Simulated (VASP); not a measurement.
# Hf12H (a cell with a defect) in VASP: notebook, part 3 of 3

VASP 6.6.1. Earlier steps stand in the parts before.

## 4. Single point, PBE

The input, INCAR:

```
PREC     = Accurate       # precision mode
ENCUT    = 520            # plane-wave cutoff, eV
EDIFF    = 1E-6           # SCF threshold, eV
ISMEAR   = -1             # smearing method
SIGMA    = 0.1            # smearing width, eV
LREAL    = False          # projectors in reciprocal space
LASPH    = True           # aspherical terms in the spheres
NELM     = 100            # most SCF steps
ALGO     = Normal         # electronic algorithm
ISIF     = 2              # what is computed and relaxed
LWAVE    = False          # write WAVECAR
LCHARG   = False          # write CHGCAR
GGA      = PE             # functional
NBANDS   = 72             # bands
```

The input, KPOINTS:

```
Automatic mesh
0
Gamma
  3 2 3
```

The input, POSCAR:

```
Hf12H
1.0
    6.4000000000      0.0000000000      0.0000000000
   -4.8000000000      8.3138440000      0.0000000000
    0.0000000000      0.0000000000      5.0624000000
Hf H
12 1
Direct
    0.0542131937      0.0343884249     -0.0017580594
    0.1969111503      0.2200065337      0.5124841972
    0.0267591896      0.3316997528     -0.0058075221
    0.1802657479      0.5731043306      0.5329487990
   -0.0465132519      0.6659614975      0.0174818268
    0.1676230198      0.8801223598      0.4847503161
    0.5052764280      0.0043060707     -0.0193781606
    0.6897013067      0.2252267423      0.4953579330
    0.5500004940      0.3398548253      0.0267659608
    0.6352573093      0.5351555791      0.5086915297
    0.4906456446      0.6555691928      0.0166324273
    0.6856137322      0.8774641429      0.4788045196
    0.8452756654      0.7815758872      0.7462863464
```

Potentials or basis: VASP PAW PBE potentials, release 64 (Hf_pv, H).

Command:

```
cat potpaw_PBE.64/Hf_pv/POTCAR potpaw_PBE.64/H/POTCAR > POTCAR
mpirun -np 1 vasp_std > vasp.out
```

OUTCAR:

```text
PREC = Accurate
   ENCUT = 520
   EDIFF = 1E-6
   ISMEAR = -1
   LREAL = False
   LASPH = True
   NELM = 100
   ISIF = 2
   GGA = PE

 ion  position               nearest neighbor table
   1  0.054  0.034  0.998-   2 2.90   3 2.95   2 3.03   7 3.04   9 3.06   6 3.14  12 3.19   6 3.25
                             5 3.26  12 3.35   7 3.38  11 3.62
   2  0.197  0.220  0.512-   1 2.90  10 2.92   1 3.03   3 3.07   8 3.13   9 3.14   6 3.18   3 3.22
                             9 3.26   8 3.27  12 3.28   4 3.45
   3  0.027  0.332  0.994-   1 2.95  11 3.04   2 3.07   4 3.08   9 3.10   8 3.14   8 3.15   2 3.22
                             7 3.25   9 3.31   4 3.39   5 3.47
   4  0.180  0.573  0.533-   6 3.00  11 3.00   3 3.08  12 3.10  10 3.11  11 3.14   5 3.20   8 3.25
                             5 3.32  10 3.32   3 3.39   2 3.45
   5  0.953  0.666  0.017-  13 2.09   9 2.90  11 2.91   6 2.98  10 3.06  10 3.13   4 3.20   6 3.25
                             1 3.26   4 3.32   7 3.40   3 3.47  11 3.49
   6  0.168  0.880  0.485-  13 2.23   5 2.98   4 3.00  12 3.07   7 3.13   1 3.14   7 3.17   2 3.18
                             1 3.25   5 3.25   8 3.33  12 3.33  10 3.36
   7  0.505  0.004  0.981-   1 3.04   8 3.07   9 3.10   6 3.13   6 3.17   8 3.19   3 3.25  12 3.25
                            12 3.27  11 3.31   1 3.38   5 3.40
   8  0.690  0.225  0.495-   9 2.94   7 3.07   2 3.13   3 3.14   3 3.15  10 3.16   7 3.19   9 3.20
                             4 3.25   2 3.27  12 3.33   6 3.33
   9  0.550  0.340  0.027-   5 2.90   8 2.94  10 2.96   1 3.06   3 3.10   7 3.10  10 3.11   2 3.14
                             8 3.20  11 3.24   2 3.26   3 3.31
  10  0.635  0.535  0.509-   2 2.92   9 2.96   5 3.06  11 3.08   9 3.11   4 3.11   5 3.13  12 3.14
                            11 3.14   8 3.16   4 3.32   6 3.36
  11  0.491  0.656  0.017-   5 2.91  12 2.99   4 3.00   3 3.04  10 3.08   4 3.14  10 3.14   9 3.24
                            12 3.29   7 3.31   5 3.49   1 3.62
  12  0.686  0.877  0.479-  13 2.16  11 2.99   6 3.07   4 3.10  10 3.14   1 3.19   7 3.25   7 3.27
                             2 3.28  11 3.29   8 3.33   6 3.33   1 3.35
  13  0.845  0.782  0.746-   5 2.09  12 2.16   6 2.23

  LATTYP: Found a simple monoclinic cell.
 ALAT       =     6.4000000000
 B/A-ratio  =     0.7910000000
 C/A-ratio  =     1.3228756745
 COS(beta)  =    -0.1889822338

  Lattice vectors:
[... 197 lines left out ...]
  ---------------------------------------------------
  ext. energy  EPLUGINS =         0.00000000
  ---------------------------------------------------
  free energy    TOTEN  =      -121.77041128 eV

  energy without entropy =     -121.30729625  energy(sigma->0) =     -121.53885377

 E-fermi :   4.8495     XC(G=0): -11.2990

 val. band max:        4.8363612274   @ k =   0.0000   0.5000   0.0000
 cond. band min:       4.8514104692   @ k =   0.0000   0.5000   0.3333
 fundamental gap:      0.0150492418
 Fermi energy:         4.8494557617

 k-point     1 :       0.0000    0.0000    0.0000
  band No.  band energies     occupation
      1     -26.1396      2.00000
      2     -26.0217      2.00000
      3     -26.0139      2.00000
      4     -25.9408      2.00000
      5     -25.9015      2.00000
      6     -25.8887      2.00000
[... 739 lines left out ...]
     71       5.8279      0.00011
     72       6.1721      0.00000

------------------------ aborting loop because EDIFF is reached ----------------------------------------

  FORCE on cell =-STRESS in cart. coord.  units (eV):
  Direction    XX          YY          ZZ          XY          YZ          ZX
  --------------------------------------------------------------------------------------
  -------------------------------------------------------------------------------------
  Total        1.6643555      6.1371993      2.7869256      1.3760497     -0.0058196      0.4318916
  in kB        9.8996165     36.5041725     16.5766838      8.1847684     -0.0346148      2.5688990
  external PRESSURE =      20.9934909 kB  Pullay stress =       0.0000000 kB

 VOLUME and BASIS-vectors are now :
 -----------------------------------------------------------------------------
  energy-cutoff  :      520.00
  volume of cell :      269.36
      direct lattice vectors                 reciprocal lattice vectors
     6.400000000  0.000000000  0.000000000     0.156250000  0.090210978  0.000000000
    -4.800000000  8.313844000  0.000000000     0.000000000  0.120281304  0.000000000
     0.000000000  0.000000000  5.062400000     0.000000000  0.000000000  0.197534766

 POSITION                                       TOTAL-FORCE (eV/Angst)
 -----------------------------------------------------------------------------------
      0.18190      0.28590      5.05350        -0.523769     -1.264448      0.201414
      0.20420      1.82910      2.59440        -0.319429      0.069878     -0.476436
     -1.42090      2.75770      5.03300        -0.035146      0.349291      0.428913
     -1.59720      4.76470      2.69800        -0.513606     -0.864871     -0.453349
      2.90570      5.53670      0.08850         1.532278      0.542405     -0.070360
     -3.15180      7.31720      2.45400         0.347144      0.740676      0.159873
      3.21310      0.03580      4.96430         0.634096     -0.532952      0.137615
      3.33300      1.87250      2.50770         0.289703     -0.491275      0.289327
      1.88870      2.82550      0.13550        -0.823737     -0.465606     -0.772397
      1.49690      4.44920      2.57520         0.340789      0.763112      0.576733
     -0.00660      5.45030      0.08420        -0.644960      0.417159     -0.114411
      0.17610      7.29510      2.42390        -0.150046      0.719760      0.208521
      1.65820      6.49790      3.77800        -0.133316      0.016872     -0.115443
 -----------------------------------------------------------------------------------
    total drift:                               -0.000062      0.000155      0.000070

  FREE ENERGIE OF THE ION-ELECTRON SYSTEM (eV)
  ---------------------------------------------------
  free  energy   TOTEN  =      -121.7704112833 eV

  energy  without entropy=     -121.3072962537  energy(sigma->0) =     -121.53885377
```

stdout:

```text
POSCAR found type information on POSCAR HfH
 POSCAR found :  2 types and      13 ions
 scaLAPACK will be used
 LDA part: xc-table for (Slater+PW92), standard interpolation
 -----------------------------------------------------------------------------
|                                                                             |
|           W    W    AA    RRRRR   N    N  II  N    N   GGGG   !!!           |
|           W    W   A  A   R    R  NN   N  II  NN   N  G    G  !!!           |
|           W    W  A    A  R    R  N N  N  II  N N  N  G       !!!           |
|           W WW W  AAAAAA  RRRRR   N  N N  II  N  N N  G  GGG   !            |
|           WW  WW  A    A  R   R   N   NN  II  N   NN  G    G                |
|           W    W  A    A  R    R  N    N  II  N    N   GGGG   !!!           |
|                                                                             |
|     Your reciprocal lattice and k-lattice belong to different lattice       |
|     classes:                                                                |
|                                                                             |
|        The reciprocal lattice is simple monoclinic,                         |
|        whereas your k-lattice is hexagonal.                                 |
|                                                                             |
|     Results are often still useful ...                                      |
|                                                                             |
 -----------------------------------------------------------------------------

 POSCAR, INCAR and KPOINTS ok, starting setup
 FFT: planning ... GRIDC
 FFT: planning ... GRID_SOFT
 FFT: planning ... GRID
 WAVECAR not read
 entering main loop
```

Wall time 8.2 min (1 thread of Intel Xeon 8259CL, shared host); peak memory 0.43 GiB.

Results:

```
Free energy            : -121.7704 eV
Pressure               : 2.1 GPa
Largest force          : 1.627 eV/Å
Band gap on the k mesh : zero (an odd number of electrons rules out a gap without spin polarisation)
```

Forces in eV/Å, atoms in the order of the input:
```
Hf  -0.524 -1.264  0.201
Hf  -0.319  0.070 -0.476
Hf  -0.035  0.349  0.429
Hf  -0.514 -0.865 -0.453
Hf   1.532  0.542 -0.070
Hf   0.347  0.741  0.160
Hf   0.634 -0.533  0.138
Hf   0.290 -0.491  0.289
Hf  -0.824 -0.466 -0.772
Hf   0.341  0.763  0.577
Hf  -0.645  0.417 -0.114
Hf  -0.150  0.720  0.209
H   -0.133  0.017 -0.115
```

Stress tensor (GPa, compression positive):
```
0.99 0.82 0.26
0.82 3.65 0.00
0.26 0.00 1.66
```

Levels at points of the mesh, in eV from the Fermi level:
| k point | band 58 | band 59 | band 60 | band 61 | band 62 | band 63 | band 64 | band 65 |
| --- | --- | --- | --- | --- | --- | --- | --- | --- |
| (0.00, 0.00, 0.00) | -0.44 | -0.22 | 0.20 | 0.39 | 0.57 | 0.63 | 0.76 | 0.86 |
| (0.00, 0.50, 0.00) | -0.23 | -0.19 | -0.10 | -0.01 | 0.20 | 0.50 | 0.67 | 0.81 |

Caveat: the k points lie up to 0.41 Å⁻¹ apart, too coarse for converged energies and pressures of a metal; the atoms stand as in a frame of molecular dynamics; spin-orbit coupling is left out, which moves the levels of the heavy elements.

## 5. Summary

```csv
cell,gap on the mesh (eV),pressure (GPa),largest force (eV/Å)
"as given, atomic positions A",none,2.4,1.28
"as given, atomic positions B",none,2.6,1.93
"as given, atomic positions C",none,2.1,1.63
```

Alike in all rows: task single point; level PBE; potentials or basis VASP PAW PBE potentials, release 64 (Hf_pv, H); no spin polarisation; k mesh 3 × 2 × 3; cutoff (eV) 520; smearing fermi-dirac 0.1 eV.

Caveats: all runs use coarse meshes; spin-orbit coupling is left out, which moves the levels of the heavy elements; the atoms stand as in a frame of molecular dynamics (at least some runs).

Total energies depend on the potentials used, so only differences within one code and one set of settings carry meaning.
